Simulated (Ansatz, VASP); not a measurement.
## Sn in VASP and in Ansatz

```
Sn
1.0
    -1.71495    1.76363    2.32265
     1.71495   -1.76363    2.32265
     1.71495    1.76363   -2.32265
Sn
1
Direct
  0.00000 0.00000 0.00000
```

Change from the starting cell: volume scaled by 0.98.

Alike in both runs: task single point; functional PBE; k mesh 11 × 11 × 11; collinear spin.

|  | VASP | Ansatz |
| --- | --- | --- |
| version | VASP 6.6.1 | Ansatz 0.2.0 |
| potentials or method | VASP PAW PBE potentials, release 64 (Sn_d), cutoff 520 eV | all-electron LAPW, scalar-relativistic |
| occupations | methfessel-paxton of order 1, width 0.1 eV | cold, width 0.1 eV |

|  | VASP | Ansatz | Ansatz less VASP |
| --- | --- | --- | --- |
| gap on the k mesh at the Fermi level (eV) | none | none | - |
| pressure (GPa) | -0.1 | -0.1 | +0.07 |
| traceless stress, the component that is largest in VASP (GPa) | -1.17 | -1.17 | -0.001 |
| net moment per atom (μB) | 0.00 | 0.00 | 0.000 |

A gap of «none» marks a metal or a gap that the smearing closes. Ansatz ran all-electron here, and VASP with PAW potentials.
